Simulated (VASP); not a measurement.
CdSe:

```
CELL_PARAMETERS angstrom
0.00000 3.07027 3.07027
3.07027 0.00000 3.07027
3.07027 3.07027 0.00000
ATOMIC_POSITIONS crystal
Cd 0.00000 0.00000 0.00000
Se 0.25000 0.25000 0.25000
```

```yaml
Program: VASP 6.6.1
Task: relaxation of cell and atoms
Functional: PBE
Potentials_or_basis: VASP PAW PBE potentials, release 64 (Cd, Se)
Cutoff: 500 eV
k_mesh: 6 × 6 × 6
Occupations: gaussian, width 0.01 eV
Spin: no spin polarisation
```

At the start: pressure 1.6 GPa; volume 28.94 Å³/atom.

Task: How do energy, volume and symmetry change on relaxing?

Result: Over 3 steps the energy falls by 4.5 meV/atom and the volume is 29.89 Å³/atom (+3.3 %); space group F-43m (No. 216, to 0.1 Å) before and after.

The path:
| step | energy change (eV) | largest force (eV/Å) | pressure (GPa) | volume (Å³) |
| --- | --- | --- | --- | --- |
| 1 | 0.0000 | 0.0000 | 1.57 | 57.88 |
| 2 | -0.0084 | 0.0000 | -0.38 | 60.30 |
| 3 | -0.0091 | 0.0000 | 0.00 | 59.78 |

Final structure:
```
Cd Se
1.0
     0.00000    3.10348    3.10348
     3.10348    0.00000    3.10348
     3.10348    3.10348    0.00000
Cd Se
1 1
Direct
  0.00000 0.00000 0.00000
  0.25000 0.25000 0.25000
```
